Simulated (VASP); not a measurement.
**WSe2: single point with PBE+D3(BJ)**

The system is WSe2, a slab with vacuum.

```
Se W
1.0
     3.28549    0.00000    0.00000
    -1.64275    2.84532    0.00000
     0.00000    0.00000   24.23865
Se W
4 2
Direct
  0.33333 0.66667 0.18565
  0.33333 0.66667 0.32466
  0.55556 0.44444 0.46204
  0.55556 0.44444 0.60105
  0.66667 0.33333 0.25516
  0.88889 0.11111 0.53155
```

```yaml
Program: VASP 6.6.1
Task: single point
Functional: PBE
Dispersion: D3(BJ)
Potentials_or_basis: VASP PAW PBE potentials, release 64 (Se, W_sv)
Cutoff: 520 eV
k_mesh: 9 × 9 × 1
Occupations: gaussian, width 0.05 eV
Spin: no spin polarisation
```

- Largest force: 0.081 eV/Å
- Band gap on the k mesh: 1.52 eV, indirect (least direct gap 1.64 eV)
- Dispersion energy per atom: -0.393 eV

Forces on the atoms (eV/Å):
```
Se   0.002 -0.001 -0.036
Se  -0.052  0.030  0.054
Se   0.050 -0.029 -0.047
Se   0.001  0.000  0.040
W   -0.013  0.008  0.023
W    0.013 -0.007 -0.034
```

Levels at points of the mesh, in eV from the valence-band top:
```
           k point  band 23  band 24  band 25  band 26  band 27  band 28  band 29  band 30
(0.00, 0.00, 0.00)    -1.18    -1.18    -0.61    -0.02     2.93     2.95     2.98     2.99
```

Wall time 3.1 min on 1 thread of Intel(R) Xeon(R) Platinum 8559C (Emerald Rapids), with other jobs on the host, peak memory 0.41 GiB.

Caveat: spin-orbit coupling is left out, which moves the levels of the heavy elements.
